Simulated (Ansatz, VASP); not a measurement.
Two plane-wave programs on CO2

```xyz
6
Lattice="-1.9747 1.9747 3.0141 1.9747 -1.9747 3.0141 1.9747 1.9747 -3.0141" Properties=species:S:1:pos:R:3 pbc="T T T"
C     0.0000    1.9747    1.5070
C     0.0000    0.0000    0.0000
O    -0.9874    1.3223    2.2605
O     2.9621    0.6525   -0.7535
O     0.6525    0.9874    0.7535
O     1.3223    0.9874    3.7676
```

Alike in both runs: task relaxation of cell and atoms; functional LDA; k mesh 8 × 8 × 8; occupations fermi-dirac, width 0.02 eV; no spin polarisation.

|  | VASP | Ansatz |
| --- | --- | --- |
| version | VASP 6.6.1 | Ansatz 0.2.0 |
| potentials or method | VASP PAW LDA potentials, release 64 (C, O) | plane waves, PAW |
| plane-wave cutoff (eV) | 600 | 420 |
| valence electrons in the cell | 32 | 32 |

Ansatz gave:

| Quantity | Value |
| --- | --- |
| relaxed volume (Å³/atom) | 7.35 |
| relaxed length of the cell vector where the two differ most in proportion (Å) | 4.021 |

Question: What did VASP give for the same quantities?

Answer: Relaxed volume (Å³/atom): 7.37; relaxed length of the cell vector where the two differ most in proportion (Å): 4.026.

LDA's correlation is that of Perdew and Zunger in VASP and of Perdew and Wang (1992) in Ansatz.
